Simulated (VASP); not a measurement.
Set up this calculation in VASP 6.6.1, as the native input.

- Task: relaxation of cell and atoms
- Functional: PBE
- Dispersion: D3(BJ)
- Potentials or basis: VASP PAW PBE potentials, release 64 (Ti_sv, O)
- Cutoff: 600 eV
- k mesh: 10 × 10 × 10
- Occupations: gaussian, width 0.02 eV
- Spin: no spin polarisation
- Dipole correction: no
- Further INCAR settings: ALGO = Normal; EDIFF = 1e-06; IBRION = 2; EDIFFG = -0.01; NSW = 80; ISIF = 3

The structure of TiO2 lies in POSCAR:

```
TiO2
1.0
   -1.8996070000      1.8996070000      4.8485110000
    1.8996070000     -1.8996070000      4.8485110000
    1.8996070000      1.8996070000     -4.8485110000
Ti O
2 4
Direct
    0.0000000000      0.0000000000      0.0000000000
    0.7500000000      0.2500000000      0.5000000000
    0.2064950000      0.2064950000      0.0000000000
    0.9564950000      0.4564950000      0.5000000000
    0.5435050000      0.0435050000      0.5000000000
    0.7935050000      0.7935050000      0.0000000000
```

One way to write it, as run:

INCAR

```
SYSTEM = TiO2
ALGO = Normal ; EDIFF = 1E-6
EDIFFG = -0.01 ; ENCUT = 600
GGA = PE ; IBRION = 2
ISIF = 3 ; ISMEAR = 0
IVDW = 12 ; LASPH = .TRUE.
LCHARG = .FALSE. ; LREAL = .FALSE.
LWAVE = .FALSE. ; NELM = 100
NSW = 80 ; PREC = Accurate
SIGMA = 0.02
```

KPOINTS

```
k-points
0
G
  10 10 10
  0 0 0
```

Potentials or basis: VASP PAW PBE potentials, release 64 (Ti_sv, O).

Launch:

```bash
$ cat potpaw_PBE.64/Ti_sv/POTCAR potpaw_PBE.64/O/POTCAR > POTCAR
$ mpirun -np 1 vasp_std > vasp.out
```

Results of the run:

```
Relaxed volume                         : 11.46 Å³/atom
Relaxed cell                           : a = 5.487 Å, b = 5.487 Å, c = 5.487 Å, α = 139.59°, β = 139.59°, γ = 58.48°
Space group after relaxing (to 0.05 Å) : I4_1/amd (No. 141)
Energy gained by relaxing              : 1.9 meV/atom
Ionic steps                            : 10
Pressure after relaxing                : 0.0 GPa
Largest force after relaxing           : 0.004 eV/Å
Band gap on the k mesh                 : 2.09 eV, indirect (least direct gap 2.43 eV)
Dispersion energy per atom             : -0.224 eV
```

It took 26 min on 1 thread of Intel(R) Xeon(R) Platinum 8488C (Sapphire Rapids) (shared host), peak memory 0.49 GiB.
